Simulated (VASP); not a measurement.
# YAl2N3 in VASP: further runs, part 3 of 3

VASP 6.6.1.

## Step 5: Relaxation of cell and atoms, PBE

INCAR

```
PREC = Accurate
ENCUT = 600
EDIFF = 1E-6
ISMEAR = 0
SIGMA = 0.1
LREAL = False
LASPH = True
NELM = 100
ALGO = Normal
ISIF = 3
LWAVE = False
LCHARG = False
GGA = PE
IBRION = 2
NSW = 90
EDIFFG = -0.04
```

KPOINTS

```
Automatic mesh
0
Gamma
  6 6 4
```

POSCAR

```
YAl2N3
1.0
    2.4803699450     -2.5111054289      0.0000000000
    2.4803699450      2.5111054289      0.0000000000
    0.0000000000      0.0000000000      5.9155545449
Y Al N
1 2 3
Direct
    0.5000000000      0.5000000000      0.0000000000
    0.0000000000      0.0000000000      0.3157852690
    0.0000000000      0.0000000000      0.6842147310
    0.0000000000      0.5000000000      0.5000000000
    0.5000000000      0.0000000000      0.5000000000
    0.0000000000      0.0000000000      0.0000000000
```

The run is started by

```sh
$ cat potpaw_PBE.64/Y_sv/POTCAR potpaw_PBE.64/Al/POTCAR potpaw_PBE.64/N/POTCAR > POTCAR
$ mpirun -np 1 vasp_std > vasp.out
```

It took 4.1 min on 1 thread of Intel Xeon Platinum 8259CL at 2.50GHz (Skylake/Cascade Lake), shared host; peak memory 0.25 GiB.

It converged, with:

```
Free energy                            : -39.6966 eV
Relaxed volume                         : 12.25 Å³/atom
Relaxed cell                           : a = 3.542 Å, b = 3.542 Å, c = 5.860 Å, α = 90.00°, β = 90.00°, γ = 90.55°
Space group after relaxing (to 0.05 Å) : Cmmm (No. 65)
Energy gained by relaxing              : 1.0 meV/atom
Ionic steps                            : 5
Pressure after relaxing                : 0.1 GPa
Largest force after relaxing           : 0.015 eV/Å
Band gap on the k mesh                 : zero (band 16 reaches 8.56 eV, above the bottom of band 17 at 6.94 eV)
```

Forces on the atoms (eV/Å):
```
Y    0.000  0.000  0.000
Al   0.000  0.000  0.015
Al   0.000  0.000 -0.015
N    0.000  0.000  0.000
N    0.000  0.000  0.000
N    0.000  0.000  0.000
```

Stress tensor (GPa, compression positive):
```
0.19 0.00 0.00
0.00 0.06 0.00
0.00 0.00 0.13
```

Step by step:
```tsv
step	energy change (eV)	largest force (eV/Å)	pressure (GPa)	volume (Å³)
1	0.0000	0.0250	-0.33	73.69
2	-0.0051	0.1226	0.29	73.42
3	-0.0051	0.1354	0.34	73.40
4	-0.0052	0.1554	-0.05	73.61
5	-0.0058	0.0151	0.13	73.51
```

Final structure:
```yaml
crystal:
  lattice:
    - [2.49235, -2.51654, 0.00000]
    - [2.49235, 2.51654, 0.00000]
    - [0.00000, 0.00000, 5.85988]
  atoms:
    - { symbol: Y, position: [0.50000, 0.50000, 0.00000] }
    - { symbol: Al, position: [0.00000, 0.00000, 0.31545] }
    - { symbol: Al, position: [0.00000, 0.00000, 0.68455] }
    - { symbol: N, position: [0.00000, 0.50000, 0.50000] }
    - { symbol: N, position: [0.50000, 0.00000, 0.50000] }
    - { symbol: N, position: [0.00000, 0.00000, 0.00000] }
```

Levels at points of the mesh, in eV from the Fermi level:
```csv
k point,band 14,band 15,band 16,band 17,band 18,band 19
"(0.00, 0.00, 0.00)",-2.47,-1.40,-1.22,0.04,0.20,0.83
"(0.50, 0.00, 0.00)",-3.82,-2.25,-1.92,1.37,1.93,2.06
"(0.50, 0.50, 0.00)",-4.79,-0.46,0.77,0.77,1.60,2.47
"(0.00, 0.00, 0.50)",-3.03,-0.50,-0.04,0.11,1.64,1.71
"(0.50, 0.00, 0.50)",-4.12,-2.03,-2.02,1.00,1.80,2.12
"(0.50, 0.50, 0.50)",-3.21,-1.30,-1.29,-0.46,0.74,1.34
```

## Step 6: Relaxation of cell and atoms, PBE

INCAR

```
PREC = Accurate ; ENCUT = 600
EDIFF = 1E-7 ; ISMEAR = 0
SIGMA = 0.1 ; LREAL = False
LASPH = True ; NELM = 80
ALGO = Normal ; ISIF = 3
LWAVE = False ; LCHARG = False
GGA = PE ; IBRION = 2
NSW = 100 ; EDIFFG = -0.01
```

KPOINTS

```
regular mesh
0
Gamma
  10 10 6
```

POSCAR

```
YAl2N3
1.0
    3.5431404187      0.0000000000      0.0000000000
    0.0000000000      3.5431404187      0.0000000000
    0.0000000000      0.0000000000      5.8643249186
Y Al N
1 2 3
Direct
    0.5000000000      0.5000000000      0.0000000000
    0.0000000000      0.0000000000      0.3155490323
    0.0000000000      0.0000000000      0.6844509677
    0.0000000000      0.5000000000      0.5000000000
    0.5000000000      0.0000000000      0.5000000000
    0.0000000000      0.0000000000      0.0000000000
```

Potentials or basis: VASP PAW PBE potentials, release 64 (Y_sv, Al, N).

The run is started by

```sh
$ cat potpaw_PBE.64/Y_sv/POTCAR potpaw_PBE.64/Al/POTCAR potpaw_PBE.64/N/POTCAR > POTCAR
$ mpirun -np 1 vasp_std > vasp.out
```

OUTCAR:

```text
PREC = Accurate
   ENCUT = 600
   EDIFF = 1E-7
   ISMEAR = 0
   LREAL = False
   LASPH = True
   NELM = 80
   ISIF = 3
   GGA = PE
   IBRION = 2
   NSW = 100
   EDIFFG = -0.01

 ion  position               nearest neighbor table
   1  0.500  0.500  0.000-   6 2.51   6 2.51   6 2.51   6 2.51   3 3.11   3 3.11   2 3.11   3 3.11
                             2 3.11   2 3.11   3 3.11   2 3.11
   2  0.000  0.000  0.316-   6 1.85   5 2.08   4 2.08   4 2.08   5 2.08   3 2.16   1 3.11   1 3.11
                             1 3.11   1 3.11
   3  0.000  0.000  0.684-   6 1.85   5 2.08   4 2.08   4 2.08   5 2.08   2 2.16   1 3.11   1 3.11
                             1 3.11   1 3.11
   4  0.000  0.500  0.500-   2 2.08   3 2.08   2 2.08   3 2.08
   5  0.500  0.000  0.500-   2 2.08   3 2.08   2 2.08   3 2.08
   6  0.000  0.000  0.000-   2 1.85   3 1.85   1 2.51   1 2.51   1 2.51   1 2.51

  LATTYP: Found a simple tetragonal cell.
 ALAT       =     3.5431404187
 C/A-ratio  =     1.6551206629

  Lattice vectors:

 A1 = (   3.5431404187,   0.0000000000,   0.0000000000)
 A2 = (   0.0000000000,   3.5431404187,   0.0000000000)
 A3 = (   0.0000000000,   0.0000000000,   5.8643249186)

Analysis of symmetry for initial positions (statically):
=====================================================================
 Subroutine PRICEL returns:
 Original cell was already a primitive cell.

 Routine SETGRP: Setting up the symmetry group for a
 simple tetragonal supercell.

 Subroutine GETGRP returns: Found 16 space group operations
 (whereof 16 operations were pure point group operations)
 out of a pool of 16 trial point group operations.

The static configuration has the point symmetry D_4h.

Analysis of symmetry for dynamics (positions and initial velocities):
=====================================================================
 Subroutine PRICEL returns:
 Original cell was already a primitive cell.

 Routine SETGRP: Setting up the symmetry group for a
 simple tetragonal supercell.

 Subroutine GETGRP returns: Found 16 space group operations
 (whereof 16 operations were pure point group operations)
 out of a pool of 16 trial point group operations.

The dynamic configuration has the point symmetry D_4h.

 Subroutine INISYM returns: Found 16 space group operations
 (whereof 16 operations are pure point group operations),
 and found     1 'primitive' translations

----------------------------------------------------------------------------------------

                                     Primitive cell

  volume of cell :      73.6198

  direct lattice vectors                    reciprocal lattice vectors
     3.543140419  0.000000000  0.000000000     0.282235498  0.000000000  0.000000000
     0.000000000  3.543140419  0.000000000     0.000000000  0.282235498  0.000000000
     0.000000000  0.000000000  5.864324919     0.000000000  0.000000000  0.170522612

  length of vectors
     3.543140419  3.543140419  5.864324919     0.282235498  0.282235498  0.170522612

  position of ions in fractional coordinates (direct lattice)
     0.500000000  0.500000000  0.000000000
     0.000000000  0.000000000  0.315549032
     0.000000000  0.000000000  0.684450968
     0.000000000  0.500000000  0.500000000
[... 62 lines left out ...]
  0.100000  0.000000  0.166667      8.000000
  0.200000  0.000000  0.166667      8.000000
 [... further k-points ...]
   k-points           NKPTS =     84   k-points in BZ     NKDIM =     84   number of bands    NBANDS=     20
   number of dos      NEDOS =    301   number of ions     NIONS =      6
   total plane-waves  NPLWV =  37632
   dimension x,y,z NGX =    28 NGY =   28 NGZ =   48
   dimension x,y,z NGXF=    56 NGYF=   56 NGZF=   96
   ions per type =               1   2   3
   NGX,Y,Z   is equivalent  to a cutoff of  13.14, 13.14, 13.61 a.u.
   NGXF,Y,Z  is equivalent  to a cutoff of  26.28, 26.28, 27.21 a.u.
 SYSTEM =  unknown system
   PREC   = accura    normal or accurate (medium, high low for compatibility)
   ISTART =      0    job   : 0-new  1-cont  2-samecut
   ICHARG =      2    charge: 1-file 2-atom 10-const
   ISPIN  =      1    spin polarized calculation?
   LNONCOLLINEAR =      F non collinear calculations
   LSORBIT =      F    spin-orbit coupling
   LASPH  =      T    aspherical Exc in radial PAW
   ENCUT  =  600.0 eV  44.10 Ry    6.64 a.u.   7.08  7.08 11.71*2*pi/ulx,y,z
   NELM   =     80;   NELMIN=  2; NELMDL= -5     # of ELM steps
   EDIFF  = 0.1E-06   stopping-criterion for ELM
   LREAL  =      F    real-space projection
   EDIFFG = -.1E-01   stopping-criterion for IOM
   NSW    =    100    number of steps for IOM
   IBRION =      2    ionic relax: 0-MD 1-quasi-New 2-CG
   NFREE  =      1    steps in history (QN), initial steepest desc. (CG)
   ISIF   =      3    stress and relaxation
   ISYM   =      2    0-nonsym 1-usesym 2-fastsym
   POTIM  = 0.5000    time-step for ionic-motion
   TEBEG  =    0.0;   TEEND  =   0.0 temperature during run
   PSTRESS=    0.0 pullay stress
   NELECT =      32.0000    total number of electrons
   NUPDOWN=      -1.0000    fix difference up-down
   EMIN   =  10.00;   EMAX   =-10.00  energy-range for DOS
   EFERMI =   0.00;   METHOD = LEGACY
   ISMEAR =     0;   SIGMA  =   0.10  broadening in eV -4-tet -1-fermi 0-gaus
   EFERMI_NEDOS =   21; number of points for ismear=-14 and -15
   IALGO  =     38    algorithm
   IMIX   =      4    mixing-type and parameters
     AMIX     =   0.40;   BMIX     =  1.00
     AMIX_MAG =   1.60;   BMIX_MAG =  1.00
  volume/ion in A,a.u.               =      12.27        82.80
  Fermi-wavevector in a.u.,A,eV,Ry     =   1.240109  2.343466 20.924001  1.537871
  Thomas-Fermi vector in A             =   2.374564
   LORBIT       =      0    0 simple, 1 ext, 2 COOP (PROOUT), +10 PAW based schemes
   GGA     = PE    functional components
   LHFCALC =     F    Hartree Fock is set to
   AEXX    =    0.0000 exact exchange contribution
   IVDW    =     0    specifies the selected vdW correction
   LEPSILON=     F    determine dielectric tensor
   LRPA    =     F    only Hartree local field effects (RPA)
 conjugate gradient relaxation of ions
 non-spin polarized calculation
 Gauss-broadening in eV      SIGMA  =   0.10
  energy-cutoff  :      600.00
  volume of cell :       73.62
 maximum number of plane-waves:      2480
   NGX = 15   NGY = 15   NGZ = 23

--------------------------------------- Ionic step        1  -------------------------------------------

 number of electron      32.0000006 magnetization

 Free energy of the ion-electron system (eV)
  ---------------------------------------------------
  ext. energy  EPLUGINS =         0.00000000
  ---------------------------------------------------
  free energy    TOTEN  =       -39.73625345 eV

  energy without entropy =      -39.72395378  energy(sigma->0) =      -39.73010362

------------------------ aborting loop because EDIFF is reached ----------------------------------------

  FORCE on cell =-STRESS in cart. coord.  units (eV):
  Direction    XX          YY          ZZ          XY          YZ          ZX
  --------------------------------------------------------------------------------------
  -------------------------------------------------------------------------------------
  Total        0.0427014      0.0427014     -0.2866941      0.0000000      0.0000000      0.0000000
  in kB        0.9293045      0.9293045     -6.2392812      0.0000000      0.0000000      0.0000000
  external PRESSURE =      -1.4602241 kB  Pullay stress =       0.0000000 kB
[... 147 lines left out ...]
--------------------------------------- Ionic step        5  -------------------------------------------

 number of electron      32.0000005 magnetization

 Free energy of the ion-electron system (eV)
  ---------------------------------------------------
  ext. energy  EPLUGINS =         0.00000000
  ---------------------------------------------------
  free energy    TOTEN  =       -39.73665980 eV

  energy without entropy =      -39.72407019  energy(sigma->0) =      -39.73036500

 E-fermi :   7.6368     XC(G=0): -11.0041

 val. band max:        7.6354777055   @ k =   0.2000   0.0000   0.3333
 cond. band min:       7.6380264710   @ k =   0.0000   0.0000   0.3333
 fundamental gap:      0.0025487655
 Fermi energy:         7.6367654689

 k-point     1 :       0.0000    0.0000    0.0000
  band No.  band energies     occupation
      1     -36.0136      2.00000
      2     -16.1815      2.00000
      3     -15.8890      2.00000
      4     -15.8890      2.00000
      5      -9.7289      2.00000
      6      -8.6025      2.00000
[... 541 lines left out ...]
     19       8.9472      0.00000
     20       9.0638      0.00000

 [... further k-points ...]

------------------------ aborting loop because EDIFF is reached ----------------------------------------

  FORCE on cell =-STRESS in cart. coord.  units (eV):
  Direction    XX          YY          ZZ          XY          YZ          ZX
  --------------------------------------------------------------------------------------
  -------------------------------------------------------------------------------------
  Total        0.0158565      0.0158565     -0.0029553      0.0000000      0.0000000      0.0000000
  in kB        0.3454168      0.3454168     -0.0643790      0.0000000      0.0000000      0.0000000
  external PRESSURE =       0.2088182 kB  Pullay stress =       0.0000000 kB
[... 21 lines left out ...]
  FREE ENERGIE OF THE ION-ELECTRON SYSTEM (eV)
  ---------------------------------------------------
  free  energy   TOTEN  =       -39.7366597974 eV

  energy  without entropy=      -39.7240701927  energy(sigma->0) =      -39.73036500

 reached required accuracy - stopping structural energy minimisation
```

OSZICAR:

```text
N       E                     dE             d eps       ncg     rms          rms(c)
DAV:   1     0.162707374531E+03    0.16271E+03   -0.17097E+04  3360   0.169E+03
DAV:   2    -0.342031818650E+02   -0.19691E+03   -0.18802E+03  4632   0.333E+02
DAV:   3    -0.483313046524E+02   -0.14128E+02   -0.13676E+02  5352   0.811E+01
[... 47 lines left out ...]
DAV:   4    -0.397366587703E+02    0.49022E-05   -0.16166E-05  5360   0.240E-02    0.955E-03
DAV:   5    -0.397366590693E+02   -0.29899E-06   -0.95323E-07  4448   0.626E-03    0.827E-03
DAV:   6    -0.397366596216E+02   -0.55231E-06   -0.36930E-07  3980   0.336E-03    0.242E-03
DAV:   7    -0.397366597774E+02   -0.15580E-06   -0.10672E-07  2120   0.257E-03    0.959E-04
DAV:   8    -0.397366597974E+02   -0.19951E-07   -0.79396E-08  1860   0.192E-03
   5 F= -.39736660E+02 E0= -.39730365E+02  d E =-.429804E-04
```

Wall time 7.3 min (1 thread of Intel Xeon Platinum 8259CL at 2.50GHz (Skylake/Cascade Lake), shared host); peak memory 0.32 GiB.

What came out:

```
Free energy                            : -39.7367 eV
Relaxed volume                         : 12.26 Å³/atom
Relaxed cell                           : a = 3.546 Å, b = 3.546 Å, c = 5.850 Å, α = 90.00°, β = 90.00°, γ = 90.00°
Space group after relaxing (to 0.05 Å) : P4/mmm (No. 123)
Energy gained by relaxing              : 0.1 meV/atom
Ionic steps                            : 5
Pressure after relaxing                : 0.0 GPa
Largest force after relaxing           : 0.010 eV/Å
Band gap on the k mesh                 : zero (band 16 reaches 8.47 eV, above the bottom of band 17 at 6.80 eV)
```

Forces in eV/Å, atoms in the order of the input:
```
Y    0.000  0.000  0.000
Al   0.000  0.000  0.010
Al   0.000  0.000 -0.010
N    0.000  0.000  0.000
N    0.000  0.000  0.000
N    0.000  0.000  0.000
```

The path:
| step | energy change (eV) | largest force (eV/Å) | pressure (GPa) | volume (Å³) |
| --- | --- | --- | --- | --- |
| 1 | 0.0000 | 0.0061 | -0.15 | 73.62 |
| 2 | -0.0004 | 0.0200 | 0.12 | 73.50 |
| 3 | -0.0004 | 0.0207 | 0.12 | 73.50 |
| 4 | -0.0004 | 0.0254 | -0.03 | 73.57 |
| 5 | -0.0004 | 0.0097 | 0.02 | 73.55 |

Final structure:
```yaml
crystal:
  lattice:
    - [3.54589, 0.00000, 0.00000]
    - [0.00000, 3.54589, 0.00000]
    - [0.00000, 0.00000, 5.84955]
  atoms:
    - { symbol: Y, position: [0.50000, 0.50000, 0.00000] }
    - { symbol: Al, position: [0.00000, 0.00000, 0.31538] }
    - { symbol: Al, position: [0.00000, 0.00000, 0.68462] }
    - { symbol: N, position: [0.00000, 0.50000, 0.50000] }
    - { symbol: N, position: [0.50000, 0.00000, 0.50000] }
    - { symbol: N, position: [0.00000, 0.00000, 0.00000] }
```

## Step 7: The runs side by side

| task | cell | k mesh | cutoff (eV) | gap on the mesh (eV) | pressure (GPa) | relaxed volume (Å³/atom) | largest force (eV/Å) |
| --- | --- | --- | --- | --- | --- | --- | --- |
| single point | a = 5.916, b = 3.530, c = 3.530 Å, angles 89.3, 90.0, 90.0°, 6 atoms | 4 × 4 × 4 | 520 | none | -0.3 | - | 0.01 |
| single point | a = 3.543, b = 3.543, c = 5.864 Å, angles 90.0, 90.0, 90.4°, 6 atoms | 6 × 6 × 4 | 520 | none | 0.0 | - | 0.02 |
| single point | a = 3.548, b = 3.548, c = 5.854 Å, 6 atoms | 10 × 10 × 6 | 520 | none | -0.1 | - | 0.01 |
| relaxation of cell and atoms | relaxed from a = 3.530, b = 3.530, c = 5.916 Å, angles 90.0, 90.0, 90.7°, 6 atoms | 6 × 6 × 4 | 600 | none | 0.1 | 12.25 | 0.02 |
| relaxation of cell and atoms | relaxed from a = 3.543, b = 3.543, c = 5.864 Å, 6 atoms | 10 × 10 × 6 | 600 | none | 0.0 | 12.26 | 0.01 |

Alike in all rows: level PBE; potentials or basis VASP PAW PBE potentials, release 64 (Y_sv, Al, N); no spin polarisation; smearing gaussian 0.1 eV.

Caveats: some runs use coarse meshes.

Total energies depend on the potentials used, so only differences within one code and one set of settings carry meaning.
